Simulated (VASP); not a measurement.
# Ir (Fm-3m) in VASP: a series of runs

Ir is run at these levels: BLYP; tasks: single point.

All numbers are computed with VASP 6.6.1; they aren't measurements. Logs are shortened: lines on timing, memory, paths and dates and some standing lists are left out, and cuts for length are marked.

**1. The cell of the first run**

It takes space group Fm-3m (No. 225, cubic). The conventional cell has a = 3.989 Å, b = 3.989 Å, c = 3.989 Å, α = 90.00°, β = 90.00°, γ = 90.00°. Ir (site symmetry m-3m) has 12 Ir at 2.82 Å within 3.7 Å.

**2. Single point, BLYP, collinear spin (15.86 Å³/atom)**

File INCAR:

```
PREC = Accurate
ENCUT = 520
EDIFF = 1E-6
ISMEAR = -1
SIGMA = 0.05
LREAL = F
LASPH = T
NELM = 150
ALGO = Normal
ISIF = 2
LWAVE = F
LCHARG = T
ISPIN = 2
MAGMOM = 1
LORBIT = 11
LMAXMIX = 4
GGA = B5
ALDAX = 1.0
AGGAX = 1.0
AGGAC = 1.0
ALDAC = 0.0
LELF = T
LVHAR = T
NBANDS = 14
```

File KPOINTS:

```
Automatic mesh
0
Gamma
  22 22 22
```

File POSCAR:

```
Ir
1.0
    0.0000000000      1.9943016633      1.9943016633
    1.9943016633      0.0000000000      1.9943016633
    1.9943016633      1.9943016633      0.0000000000
Ir
1
Direct
    0.0000000000      0.0000000000      0.0000000000
```

Potentials or basis: VASP PAW PBE potentials, release 64 (Ir).

Command:

```bash
$ cat potpaw_PBE.64/Ir/POTCAR > POTCAR
$ mpirun -np 1 vasp_std > vasp.out
```

OUTCAR:

```text
PREC = Accurate
   ENCUT = 520
   EDIFF = 1E-6
   ISMEAR = -1
   LREAL = F
   LASPH = T
   NELM = 150
   ISIF = 2
   ISPIN = 2
   LORBIT = 11
   GGA = B5

 ion  position               nearest neighbor table
   1  0.000  0.000  0.000-

  LATTYP: Found a face centered cubic cell.
 ALAT       =     3.9886033266

  Lattice vectors:

 A1 = (   0.0000000000,   1.9943016633,   1.9943016633)
 A2 = (   1.9943016633,   0.0000000000,   1.9943016633)
 A3 = (   1.9943016633,   1.9943016633,   0.0000000000)

Analysis of symmetry for initial positions (statically):
=====================================================================
 Subroutine PRICEL returns:
 Original cell was already a primitive cell.

 Routine SETGRP: Setting up the symmetry group for a
 face centered cubic supercell.

 Subroutine GETGRP returns: Found 48 space group operations
 (whereof 48 operations were pure point group operations)
 out of a pool of 48 trial point group operations.

The static configuration has the point symmetry O_h .

Analysis of symmetry for dynamics (positions and initial velocities):
=====================================================================
 Subroutine PRICEL returns:
 Original cell was already a primitive cell.

 Routine SETGRP: Setting up the symmetry group for a
 face centered cubic supercell.

 Subroutine GETGRP returns: Found 48 space group operations
 (whereof 48 operations were pure point group operations)
 out of a pool of 48 trial point group operations.

The dynamic configuration has the point symmetry O_h .

Analysis of structural, dynamic, and magnetic symmetry:
=====================================================================
 Subroutine PRICEL returns:
 Original cell was already a primitive cell.

 Routine SETGRP: Setting up the symmetry group for a
 face centered cubic supercell.

 Subroutine GETGRP returns: Found 48 space group operations
 (whereof 48 operations were pure point group operations)
 out of a pool of 48 trial point group operations.

The overall configuration has the point symmetry O_h .

 Subroutine INISYM returns: Found 48 space group operations
 (whereof 48 operations are pure point group operations),
 and found     1 'primitive' translations

----------------------------------------------------------------------------------------

                                     Primitive cell

  volume of cell :      15.8636

  direct lattice vectors                    reciprocal lattice vectors
     0.000000000  1.994301663  1.994301663    -0.250714327  0.250714327  0.250714327
     1.994301663  0.000000000  1.994301663     0.250714327 -0.250714327  0.250714327
     1.994301663  1.994301663  0.000000000     0.250714327  0.250714327 -0.250714327

  length of vectors
     2.820368460  2.820368460  2.820368460     0.434249953  0.434249953  0.434249953

  position of ions in fractional coordinates (direct lattice)
     0.000000000  0.000000000  0.000000000

  ion indices of the primitive-cell ions
   primitive index   ion index
                 1           1

----------------------------------------------------------------------------------------

 KPOINTS: Automatic mesh

Automatic generation of k-mesh.
 Grid dimensions read from file:
 generate k-points for:   22   22   22

 Generating k-lattice:

  Cartesian coordinates                     Fractional coordinates (reciprocal lattice)
    -0.011396106  0.011396106  0.011396106     0.045454545  0.000000000  0.000000000
     0.011396106 -0.011396106  0.011396106     0.000000000  0.045454545  0.000000000
     0.011396106  0.011396106 -0.011396106     0.000000000  0.000000000  0.045454545

  Length of vectors
     0.019738634  0.019738634  0.019738634

  Shift w.r.t. Gamma in fractional coordinates (k-lattice)
     0.000000000  0.000000000  0.000000000

 Subroutine IBZKPT returns following result:
 ===========================================

 Found    328 irreducible k-points:

 Following reciprocal coordinates:
            Coordinates               Weight
  0.000000  0.000000  0.000000      1.000000
  0.045455  0.000000  0.000000      8.000000
  0.090909  0.000000  0.000000      8.000000
  0.136364  0.000000  0.000000      8.000000
  0.181818  0.000000  0.000000      8.000000
  0.227273  0.000000  0.000000      8.000000
[... 16 lines left out ...]
  0.500000  0.045455  0.000000     24.000000
 -0.454545  0.045455  0.000000     24.000000
 [... further k-points ...]
   k-points           NKPTS =    328   k-points in BZ     NKDIM =    328   number of bands    NBANDS=     14
   number of dos      NEDOS =    301   number of ions     NIONS =      1
   total plane-waves  NPLWV =  13824
   dimension x,y,z NGX =    24 NGY =   24 NGZ =   24
   dimension x,y,z NGXF=    48 NGYF=   48 NGZF=   48
   ions per type =               1
   NGX,Y,Z   is equivalent  to a cutoff of  14.15, 14.15, 14.15 a.u.
   NGXF,Y,Z  is equivalent  to a cutoff of  28.29, 28.29, 28.29 a.u.
 SYSTEM =  unknown system
   PREC   = accura    normal or accurate (medium, high low for compatibility)
   ISTART =      0    job   : 0-new  1-cont  2-samecut
   ICHARG =      2    charge: 1-file 2-atom 10-const
   ISPIN  =      2    spin polarized calculation?
   LNONCOLLINEAR =      F non collinear calculations
   LSORBIT =      F    spin-orbit coupling
   LASPH  =      T    aspherical Exc in radial PAW
   ENCUT  =  520.0 eV  38.22 Ry    6.18 a.u.   5.24  5.24  5.24*2*pi/ulx,y,z
   NELM   =    150;   NELMIN=  2; NELMDL= -5     # of ELM steps
   EDIFF  = 0.1E-05   stopping-criterion for ELM
   LREAL  =      F    real-space projection
   EDIFFG = 0.1E-04   stopping-criterion for IOM
   NSW    =      0    number of steps for IOM
   IBRION =     -1    ionic relax: 0-MD 1-quasi-New 2-CG
   NFREE  =      0    steps in history (QN), initial steepest desc. (CG)
   ISIF   =      2    stress and relaxation
   ISYM   =      2    0-nonsym 1-usesym 2-fastsym
   POTIM  = 0.5000    time-step for ionic-motion
   TEBEG  =    0.0;   TEEND  =   0.0 temperature during run
   PSTRESS=    0.0 pullay stress
   NELECT =       9.0000    total number of electrons
   NUPDOWN=      -1.0000    fix difference up-down
   EMIN   =  10.00;   EMAX   =-10.00  energy-range for DOS
   EFERMI =   0.00;   METHOD = LEGACY
   ISMEAR =    -1;   SIGMA  =   0.05  broadening in eV -4-tet -1-fermi 0-gaus
   EFERMI_NEDOS =   21; number of points for ismear=-14 and -15
   IALGO  =     38    algorithm
   IMIX   =      4    mixing-type and parameters
     AMIX     =   0.40;   BMIX     =  1.00
     AMIX_MAG =   1.60;   BMIX_MAG =  1.00
  volume/ion in A,a.u.               =      15.86       107.05
  Fermi-wavevector in a.u.,A,eV,Ry     =   1.355256  2.561063 24.990093  1.836720
  Thomas-Fermi vector in A             =   2.482359
   LORBIT       =     11    0 simple, 1 ext, 2 COOP (PROOUT), +10 PAW based schemes
   GGA     = B5    functional components
   LHFCALC =     F    Hartree Fock is set to
   AEXX    =    0.0000 exact exchange contribution
   IVDW    =     0    specifies the selected vdW correction
   LEPSILON=     F    determine dielectric tensor
   LRPA    =     F    only Hartree local field effects (RPA)
 spin polarized calculation
  energy-cutoff  :      520.00
  volume of cell :       15.86
 maximum number of plane-waves:       444
 NGX is ok and might be reduce to    24
   NGX = 11   NGY = 11   NGZ = 11

 number of electron       8.9999999 magnetization      -0.0184633

 number of electron       8.9999999 magnetization       0.0008884

 Free energy of the ion-electron system (eV)
  ---------------------------------------------------
  ext. energy  EPLUGINS =         0.00000000
  ---------------------------------------------------
  free energy    TOTEN  =        -7.43390976 eV

  energy without entropy =       -7.42310684  energy(sigma->0) =       -7.42850830

 E-fermi :   9.0720     XC(G=0): -12.6173

 val. band max:        9.0717920167   @ k =   0.3636   0.1364   0.0000
 cond. band min:       9.0783638749   @ k =  -0.1818   0.1364   0.0000
 fundamental gap:      0.0065718583
 Fermi energy:         9.0720148483

 spin component 1

 k-point     1 :       0.0000    0.0000    0.0000
  band No.  band energies     occupation
      1      -0.6468      1.00000
      2       5.8272      1.00000
      3       5.8272      1.00000
      4       5.8272      1.00000
      5       8.0540      1.00000
      6       8.0540      1.00000
      7      23.9199      0.00000
      8      28.7008      0.00000
      9      28.7008      0.00000
     10      28.7008      0.00000
     11      33.7076      0.00000
     12      40.4805      0.00000
     13      40.4805      0.00000
     14      40.4805      0.00000
[... 375 lines left out ...]
 k-point    24 :      -0.4545    0.0455    0.0000
  band No.  band energies     occupation
      1       2.2756      1.00000
      2       5.7175      1.00000
      3       5.8185      1.00000
      4       8.3517      1.00000
      5       9.6955      0.00000
      6      10.3067      0.00000
      7      15.5104      0.00000
      8      23.6364      0.00000
      9      27.7036      0.00000
     10      28.1469      0.00000
     11      36.7231      0.00000
     12      37.0239      0.00000
     13      38.2015      0.00000
     14      41.4177      0.00000

 [... further k-points ...]

 spin component 2

 k-point     1 :       0.0000    0.0000    0.0000
  band No.  band energies     occupation
      1      -0.6465      1.00000
      2       5.8272      1.00000
      3       5.8272      1.00000
      4       5.8272      1.00000
      5       8.0540      1.00000
      6       8.0540      1.00000
      7      23.9205      0.00000
      8      28.7013      0.00000
      9      28.7013      0.00000
     10      28.7013      0.00000
     11      33.7087      0.00000
     12      40.4807      0.00000
     13      40.4807      0.00000
     14      40.4807      0.00000
[... 375 lines left out ...]
 k-point    24 :      -0.4545    0.0455    0.0000
  band No.  band energies     occupation
      1       2.2758      1.00000
      2       5.7176      1.00000
      3       5.8186      1.00000
      4       8.3520      1.00000
      5       9.6955      0.00000
      6      10.3067      0.00000
      7      15.5104      0.00000
      8      23.6371      0.00000
      9      27.7039      0.00000
     10      28.1472      0.00000
     11      36.7234      0.00000
     12      37.0243      0.00000
     13      38.2020      0.00000
     14      41.4286      0.00000

 [... further k-points ...]
[... 5 lines left out ...]
  --------------------------------------------------------------------------------------
  -------------------------------------------------------------------------------------
  Total       -0.8436391     -0.8436391     -0.8436391      0.0000000     -0.0000000      0.0000000
  in kB      -85.2049302    -85.2049302    -85.2049302      0.0000000     -0.0000000      0.0000000
  external PRESSURE =     -85.2049302 kB  Pullay stress =       0.0000000 kB

 VOLUME and BASIS-vectors are now :
 -----------------------------------------------------------------------------
  energy-cutoff  :      520.00
  volume of cell :       15.86
      direct lattice vectors                 reciprocal lattice vectors
     0.000000000  1.994301663  1.994301663    -0.250714327  0.250714327  0.250714327
     1.994301663  0.000000000  1.994301663     0.250714327 -0.250714327  0.250714327
     1.994301663  1.994301663  0.000000000     0.250714327  0.250714327 -0.250714327

 POSITION                                       TOTAL-FORCE (eV/Angst)
 -----------------------------------------------------------------------------------
      0.00000      0.00000      0.00000         0.000000      0.000000      0.000000
 -----------------------------------------------------------------------------------
    total drift:                               -0.000000      0.000000     -0.000000

  FREE ENERGIE OF THE ION-ELECTRON SYSTEM (eV)
  ---------------------------------------------------
  free  energy   TOTEN  =        -7.4339097568 eV

  energy  without entropy=       -7.4231068373  energy(sigma->0) =       -7.42850830

 total charge

# of ion       s       p       d       tot
------------------------------------------
    1        0.614   0.570   6.931   8.115

 magnetization (x)

# of ion       s       p       d       tot
------------------------------------------
    1        0.000   0.000  -0.000  -0.000
```

It took 49 s on 1 thread of Intel Xeon 6975P-C (Granite Rapids), shared host; peak memory 0.24 GiB.

Results:

| Item | Value |
| --- | --- |
| Free energy | -7.4339 eV |
| Pressure | -8.5 GPa |
| Net moment | 0.00 μB per cell |
| Valence electrons inside the program's atomic spheres | Ir 8.12 |

Caveat: the cell stands under tension; the PAW data sets were made with another functional, which shifts forces and pressure a little; spin-orbit coupling is left out, which moves the levels of the heavy elements.

[end of part 1 of 2]
